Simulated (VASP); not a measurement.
# CaInH2 (P4/mmm) in VASP: single point with PBE

Aim: the single point of CaInH2 with PBE.

Program: VASP 6.6.1. These are calculated values, not measurements. Logs are shortened: lines on timing, memory, paths and dates and some standing lists are left out, and cuts for length are marked.

**1. The cell of the first run**

Symmetry: P4/mmm, No. 123, tetragonal system. The conventional cell has a = 4.752 Å, b = 4.752 Å, c = 2.629 Å, α = 90.00°, β = 90.00°, γ = 90.00°. Ca (site symmetry 4/mmm) has 2 Ca at 2.63 Å and 8 H at 2.72 Å and 8 In at 3.61 Å within 3.7 Å. Within 3.1 Å of In (site symmetry 4/mmm) lie 4 H at 2.38 Å and 2 In at 2.63 Å. Within 3.1 Å of H (site symmetry mmm) lie 2 In at 2.38 Å and 2 H at 2.63 Å and 4 Ca at 2.72 Å.

**2. Single point, PBE**

INCAR reads:

```
ALGO = Normal
EDIFF = 1E-6
ENCUT = 500
GGA = PE
GGA_COMPAT = False
ISIF = 2
ISMEAR = 0
LASPH = True
LCHARG = True
LELF = True
LREAL = False
LVHAR = True
LWAVE = False
NBANDS = 20
NELM = 120
PREC = Accurate
SIGMA = 0.1
```

KPOINTS reads:

```
k-points
0
Gamma
  4 4 6
```

POSCAR reads:

```
CaInH2
1.0
    4.7520000000      0.0000000000      0.0000000000
    0.0000000000      4.7520000000      0.0000000000
    0.0000000000      0.0000000000      2.6292576900
Ca In H
1 1 2
Direct
    0.5000000000      0.5000000000      0.5000000000
    0.0000000000      0.0000000000      0.0000000000
    0.5000000000      0.0000000000      0.0000000000
    0.0000000000      0.5000000000      0.0000000000
```

Potentials or basis: VASP PAW PBE potentials, release 64 (Ca_sv, In_d, H).

On the command line:

```sh
> cat potpaw_PBE.64/Ca_sv/POTCAR potpaw_PBE.64/In_d/POTCAR potpaw_PBE.64/H/POTCAR > POTCAR
> mpirun -np 1 vasp_std > vasp.out
```

OUTCAR:

```text
EDIFF = 1E-6
   ENCUT = 500
   GGA = PE
   ISIF = 2
   ISMEAR = 0
   LASPH = True
   LREAL = False
   NELM = 120
   PREC = Accurate

 ion  position               nearest neighbor table
   1  0.500  0.500  0.500-
   2  0.000  0.000  0.000-   3 2.38   4 2.38   4 2.38   3 2.38
   3  0.500  0.000  0.000-   2 2.38   2 2.38
   4  0.000  0.500  0.000-   2 2.38   2 2.38

  LATTYP: Found a simple tetragonal cell.
 ALAT       =     4.7520000000
 C/A-ratio  =     0.5532949684

  Lattice vectors:

 A1 = (   4.7520000000,   0.0000000000,   0.0000000000)
 A2 = (   0.0000000000,   4.7520000000,   0.0000000000)
 A3 = (   0.0000000000,   0.0000000000,   2.6292576900)

Analysis of symmetry for initial positions (statically):
=====================================================================
 Subroutine PRICEL returns:
 Original cell was already a primitive cell.

 Routine SETGRP: Setting up the symmetry group for a
 simple tetragonal supercell.

 Subroutine GETGRP returns: Found 16 space group operations
 (whereof 16 operations were pure point group operations)
 out of a pool of 16 trial point group operations.

The static configuration has the point symmetry D_4h.

Analysis of symmetry for dynamics (positions and initial velocities):
=====================================================================
 Subroutine PRICEL returns:
 Original cell was already a primitive cell.

 Routine SETGRP: Setting up the symmetry group for a
 simple tetragonal supercell.

 Subroutine GETGRP returns: Found 16 space group operations
 (whereof 16 operations were pure point group operations)
 out of a pool of 16 trial point group operations.

The dynamic configuration has the point symmetry D_4h.

 Subroutine INISYM returns: Found 16 space group operations
 (whereof 16 operations are pure point group operations),
 and found     1 'primitive' translations

----------------------------------------------------------------------------------------

                                     Primitive cell

  volume of cell :      59.3726

  direct lattice vectors                    reciprocal lattice vectors
     4.752000000  0.000000000  0.000000000     0.210437710  0.000000000  0.000000000
     0.000000000  4.752000000  0.000000000     0.000000000  0.210437710  0.000000000
     0.000000000  0.000000000  2.629257690     0.000000000  0.000000000  0.380335485

  length of vectors
     4.752000000  4.752000000  2.629257690     0.210437710  0.210437710  0.380335485

  position of ions in fractional coordinates (direct lattice)
     0.500000000  0.500000000  0.500000000
     0.000000000  0.000000000  0.000000000
     0.500000000  0.000000000  0.000000000
     0.000000000  0.500000000  0.000000000

  ion indices of the primitive-cell ions
   primitive index   ion index
                 1           1
                 2           2
                 3           3
                 4           4

----------------------------------------------------------------------------------------

 KPOINTS: k-points

Automatic generation of k-mesh.
 Grid dimensions read from file:
 generate k-points for:    4    4    6

 Generating k-lattice:

  Cartesian coordinates                     Fractional coordinates (reciprocal lattice)
     0.052609428  0.000000000  0.000000000     0.250000000  0.000000000  0.000000000
     0.000000000  0.052609428  0.000000000     0.000000000  0.250000000  0.000000000
     0.000000000  0.000000000  0.063389248     0.000000000  0.000000000  0.166666667

  Length of vectors
     0.052609428  0.052609428  0.063389248

  Shift w.r.t. Gamma in fractional coordinates (k-lattice)
     0.000000000  0.000000000  0.000000000

 Subroutine IBZKPT returns following result:
 ===========================================

 Found     24 irreducible k-points:

 Following reciprocal coordinates:
            Coordinates               Weight
  0.000000  0.000000  0.000000      1.000000
  0.250000  0.000000  0.000000      4.000000
  0.500000  0.000000  0.000000      2.000000
  0.250000  0.250000  0.000000      4.000000
  0.500000  0.250000  0.000000      4.000000
  0.500000  0.500000  0.000000      1.000000
[... 16 lines left out ...]
  0.500000  0.250000  0.500000      4.000000
  0.500000  0.500000  0.500000      1.000000
   k-points           NKPTS =     24   k-points in BZ     NKDIM =     24   number of bands    NBANDS=     20
   number of dos      NEDOS =    301   number of ions     NIONS =      4
   total plane-waves  NPLWV =  25920
   dimension x,y,z NGX =    36 NGY =   36 NGZ =   20
   dimension x,y,z NGXF=    72 NGYF=   72 NGZF=   40
   ions per type =               1   1   2
   NGX,Y,Z   is equivalent  to a cutoff of  12.59, 12.59, 12.65 a.u.
   NGXF,Y,Z  is equivalent  to a cutoff of  25.19, 25.19, 25.29 a.u.
 SYSTEM =  unknown system
   PREC   = accura    normal or accurate (medium, high low for compatibility)
   ISTART =      0    job   : 0-new  1-cont  2-samecut
   ICHARG =      2    charge: 1-file 2-atom 10-const
   ISPIN  =      1    spin polarized calculation?
   LNONCOLLINEAR =      F non collinear calculations
   LSORBIT =      F    spin-orbit coupling
   LASPH  =      T    aspherical Exc in radial PAW
   ENCUT  =  500.0 eV  36.75 Ry    6.06 a.u.   8.66  8.66  4.79*2*pi/ulx,y,z
   NELM   =    120;   NELMIN=  2; NELMDL= -5     # of ELM steps
   EDIFF  = 0.1E-05   stopping-criterion for ELM
   LREAL  =      F    real-space projection
   EDIFFG = 0.1E-04   stopping-criterion for IOM
   NSW    =      0    number of steps for IOM
   IBRION =     -1    ionic relax: 0-MD 1-quasi-New 2-CG
   NFREE  =      0    steps in history (QN), initial steepest desc. (CG)
   ISIF   =      2    stress and relaxation
   ISYM   =      2    0-nonsym 1-usesym 2-fastsym
   POTIM  = 0.5000    time-step for ionic-motion
   TEBEG  =    0.0;   TEEND  =   0.0 temperature during run
   PSTRESS=    0.0 pullay stress
   NELECT =      25.0000    total number of electrons
   NUPDOWN=      -1.0000    fix difference up-down
   EMIN   =  10.00;   EMAX   =-10.00  energy-range for DOS
   EFERMI =   0.00;   METHOD = LEGACY
   ISMEAR =     0;   SIGMA  =   0.10  broadening in eV -4-tet -1-fermi 0-gaus
   EFERMI_NEDOS =   21; number of points for ismear=-14 and -15
   IALGO  =     38    algorithm
   IMIX   =      4    mixing-type and parameters
     AMIX     =   0.40;   BMIX     =  1.00
     AMIX_MAG =   1.60;   BMIX_MAG =  1.00
  volume/ion in A,a.u.               =      14.84       100.17
  Fermi-wavevector in a.u.,A,eV,Ry     =   1.227042  2.318774 20.485374  1.505633
  Thomas-Fermi vector in A             =   2.362020
   LORBIT       =      0    0 simple, 1 ext, 2 COOP (PROOUT), +10 PAW based schemes
   GGA     = PE    functional components
   LHFCALC =     F    Hartree Fock is set to
   AEXX    =    0.0000 exact exchange contribution
   IVDW    =     0    specifies the selected vdW correction
   LEPSILON=     F    determine dielectric tensor
   LRPA    =     F    only Hartree local field effects (RPA)
 non-spin polarized calculation
 Gauss-broadening in eV      SIGMA  =   0.10
  energy-cutoff  :      500.00
  volume of cell :       59.37
 maximum number of plane-waves:      1530
 NGX is ok and might be reduce to    36
   NGX = 17   NGY = 17   NGZ =  9

 number of electron      25.0000012 magnetization

 Free energy of the ion-electron system (eV)
  ---------------------------------------------------
  ext. energy  EPLUGINS =         0.00000000
  ---------------------------------------------------
  free energy    TOTEN  =       -10.10179087 eV

  energy without entropy =      -10.09492548  energy(sigma->0) =      -10.09835817

 E-fermi :   5.5819     XC(G=0):  -9.7623

 val. band max:        5.5743893671   @ k =   0.2500   0.0000   0.0000
 cond. band min:       5.7247024239   @ k =   0.5000   0.2500   0.5000
 fundamental gap:      0.1503130568
 Fermi energy:         5.5819078269

 k-point     1 :       0.0000    0.0000    0.0000
  band No.  band energies     occupation
      1     -36.5336      2.00000
      2     -17.4536      2.00000
      3     -17.4536      2.00000
      4     -16.5418      2.00000
      5     -10.1650      2.00000
      6      -9.2906      2.00000
[... 12 lines left out ...]
     19      11.1604      0.00000
     20      12.1699      0.00000

 k-point     2 :       0.2500    0.0000    0.0000
  band No.  band energies     occupation
      1     -36.5334      2.00000
      2     -17.4637      2.00000
      3     -17.4535      2.00000
      4     -16.5417      2.00000
      5     -10.1635      2.00000
      6      -9.2720      2.00000
[... 12 lines left out ...]
     19      11.1610      0.00000
     20      11.3126      0.00000

 k-point     3 :       0.5000    0.0000    0.0000
  band No.  band energies     occupation
      1     -36.5331      2.00000
      2     -17.4736      2.00000
      3     -17.4534      2.00000
      4     -16.5416      2.00000
      5     -10.1620      2.00000
      6      -9.2533      2.00000
[... 12 lines left out ...]
     19      11.0702      0.00000
     20      11.1617      0.00000

 k-point     4 :       0.2500    0.2500    0.0000
  band No.  band energies     occupation
      1     -36.5332      2.00000
      2     -17.4635      2.00000
      3     -17.4622      2.00000
      4     -16.5416      2.00000
      5     -10.1621      2.00000
      6      -9.2551      2.00000
[... 12 lines left out ...]
     19      11.1153      0.00000
     20      11.1299      0.00000

 k-point     5 :       0.5000    0.2500    0.0000
  band No.  band energies     occupation
      1     -36.5329      2.00000
      2     -17.4721      2.00000
      3     -17.4621      2.00000
      4     -16.5414      2.00000
      5     -10.1607      2.00000
      6      -9.2580      2.00000
[... 12 lines left out ...]
     19      11.0850      0.00000
     20      11.1305      0.00000

 k-point     6 :       0.5000    0.5000    0.0000
  band No.  band energies     occupation
      1     -36.5327      2.00000
      2     -17.4706      2.00000
      3     -17.4706      2.00000
      4     -16.5414      2.00000
      5     -10.1595      2.00000
      6      -9.2651      2.00000
[... 12 lines left out ...]
     19      11.0999      0.00000
     20      11.0999      0.00000

 k-point     7 :       0.0000    0.0000    0.1667
  band No.  band energies     occupation
      1     -36.4375      2.00000
      2     -17.3764      2.00000
      3     -17.3764      2.00000
      4     -17.1258      2.00000
      5      -9.7584      2.00000
      6      -9.2570      2.00000
[... 12 lines left out ...]
     19      10.3235      0.00000
     20      11.6871      0.00000
[... 277 lines left out ...]
 k-point    20 :       0.2500    0.0000    0.5000
  band No.  band energies     occupation
      1     -36.1336      2.00000
      2     -18.6830      2.00000
      3     -17.1397      2.00000
      4     -17.1354      2.00000
      5      -9.5723      2.00000
      6      -9.5679      2.00000
[... 12 lines left out ...]
     19      10.2554      0.00000
     20      12.6473      0.00000

 k-point    21 :       0.5000    0.0000    0.5000
  band No.  band energies     occupation
      1     -36.1335      2.00000
      2     -18.6815      2.00000
      3     -17.1434      2.00000
      4     -17.1349      2.00000
      5      -9.5778      2.00000
      6      -9.5691      2.00000
[... 12 lines left out ...]
     19       9.6248      0.00000
     20      11.4562      0.00000

 k-point    22 :       0.2500    0.2500    0.5000
  band No.  band energies     occupation
      1     -36.1335      2.00000
      2     -18.6817      2.00000
      3     -17.1396      2.00000
      4     -17.1392      2.00000
      5      -9.5734      2.00000
      6      -9.5701      2.00000
[... 12 lines left out ...]
     19      11.1779      0.00000
     20      12.2179      0.00000

 k-point    23 :       0.5000    0.2500    0.5000
  band No.  band energies     occupation
      1     -36.1333      2.00000
      2     -18.6805      2.00000
      3     -17.1433      2.00000
      4     -17.1391      2.00000
      5      -9.5755      2.00000
      6      -9.5712      2.00000
[... 12 lines left out ...]
     19      10.8619      0.00000
     20      10.9879      0.00000

 k-point    24 :       0.5000    0.5000    0.5000
  band No.  band energies     occupation
      1     -36.1332      2.00000
      2     -18.6795      2.00000
      3     -17.1432      2.00000
      4     -17.1432      2.00000
      5      -9.5733      2.00000
      6      -9.5733      2.00000
[... 12 lines left out ...]
     19       9.5627      0.00000
     20       9.8127      0.00000

------------------------ aborting loop because EDIFF is reached ----------------------------------------

  FORCE on cell =-STRESS in cart. coord.  units (eV):
  Direction    XX          YY          ZZ          XY          YZ          ZX
  --------------------------------------------------------------------------------------
  -------------------------------------------------------------------------------------
  Total       -2.6016950     -2.6016950      9.3011839      0.0000000     -0.0000000      0.0000000
  in kB      -70.2070855    -70.2070855    250.9936866      0.0000000     -0.0000000      0.0000000
  external PRESSURE =      36.8598386 kB  Pullay stress =       0.0000000 kB

 VOLUME and BASIS-vectors are now :
 -----------------------------------------------------------------------------
  energy-cutoff  :      500.00
  volume of cell :       59.37
      direct lattice vectors                 reciprocal lattice vectors
     4.752000000  0.000000000  0.000000000     0.210437710  0.000000000  0.000000000
     0.000000000  4.752000000  0.000000000     0.000000000  0.210437710  0.000000000
     0.000000000  0.000000000  2.629257690     0.000000000  0.000000000  0.380335485

 POSITION                                       TOTAL-FORCE (eV/Angst)
 -----------------------------------------------------------------------------------
      2.37600      2.37600      1.31463         0.000000      0.000000      0.000000
      0.00000      0.00000      0.00000         0.000000      0.000000      0.000000
      2.37600      0.00000      0.00000         0.000000      0.000000      0.000000
      0.00000      2.37600      0.00000         0.000000      0.000000      0.000000
 -----------------------------------------------------------------------------------
    total drift:                                0.000000      0.000000      0.000000

  FREE ENERGIE OF THE ION-ELECTRON SYSTEM (eV)
  ---------------------------------------------------
  free  energy   TOTEN  =       -10.1017908703 eV

  energy  without entropy=      -10.0949254792  energy(sigma->0) =      -10.09835817
```

It took 38 s on 1 thread of Intel Xeon 8259CL, shared host; peak memory 0.18 GiB.

What came out:

* Free energy: -10.1018 eV
* Pressure: 3.7 GPa
* Band gap on the k mesh: zero (an odd number of electrons rules out a gap without spin polarisation)

Stress tensor (GPa, compression positive):
```
-7.02  0.00  0.00
 0.00 -7.02  0.00
 0.00  0.00 25.10
```

Caveat: the k points lie up to 0.40 Å⁻¹ apart, too coarse for converged energies and pressures of a metal; spin-orbit coupling is left out, which moves the levels of the heavy elements.

The gap in the log of VASP goes by the Fermi energy; the results here count the filled bands.